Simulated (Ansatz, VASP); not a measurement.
GeW in VASP and in Ansatz

Contents of INCAR:

```
ALGO = Normal ; EDIFF = 1E-6
EDIFFG = -0.04 ; ENCUT = 600
GGA = PE ; IBRION = 2
ISIF = 3 ; ISMEAR = 0
LASPH = T ; LCHARG = F
LREAL = F ; LWAVE = F
NELM = 60 ; NSW = 90
PREC = Accurate ; SIGMA = 0.1
```

File KPOINTS:

```
k-points
0
Gamma
  6 6 6
```

The input POSCAR:

```
GeW
1.0
    3.2604879965      0.0000000000      0.0000000000
    0.0000000000      3.2604879965      0.0000000000
    0.0000000000      0.0000000000      3.2604879965
Ge W
1 1
Direct
    0.0000000000      0.0000000000      0.0000000000
    0.5000000000      0.5000000000      0.5000000000
```

Input for Ansatz:

```yaml
crystal:
  lattice:
    - [3.2604879965, 0.0, 0.0]
    - [0.0, 3.2604879965, 0.0]
    - [0.0, 0.0, 3.2604879965]
  atoms:
    - { symbol: Ge, position: [0.0, 0.0, 0.0] }
    - { symbol: W, position: [0.5, 0.5, 0.5] }
basis:
  ecutwfc: 420
kpoints:
  mp_grid: { grid: [6, 6, 6] }
hamiltonian:
  xc: pbe
scf:
  occupations: { method: gaussian, width: 0.1 }
  lower_state_search: "off"
output:
  forces: true
  stress: true
  eigenvalues: true
relax:
  adjacent_minimum: "off"
  f_tol: 0.04
  max_steps: 70
  cell: { stress_tol: 0.4 }
```

Alike in both runs: task relaxation of cell and atoms; functional PBE; k mesh 6 × 6 × 6; occupations gaussian, width 0.1 eV; no spin polarisation.

|  | VASP | Ansatz |
| --- | --- | --- |
| version | VASP 6.6.1 | Ansatz 0.2.0 |
| potentials or method | VASP PAW PBE potentials, release 64 (Ge_d, W_sv), cutoff 600 eV | scalar-relativistic, plane waves, PAW |
| valence electrons in the cell | 28 | 28 |

VASP gave:

- gap on the k mesh at the Fermi level, each at its own relaxed structure (eV): none
- relaxed volume (Å³/atom): 15.49
- relaxed cell length with the largest relative difference (Å): 3.141

Problem. Which values does Ansatz return?

Solution. gap on the k mesh at the Fermi level, each at its own relaxed structure (eV): none; relaxed volume (Å³/atom): 15.44; relaxed cell length with the largest relative difference (Å): 3.137.

A gap of «none» marks a metal or a gap that the smearing closes.

Neither program's run includes spin-orbit coupling.
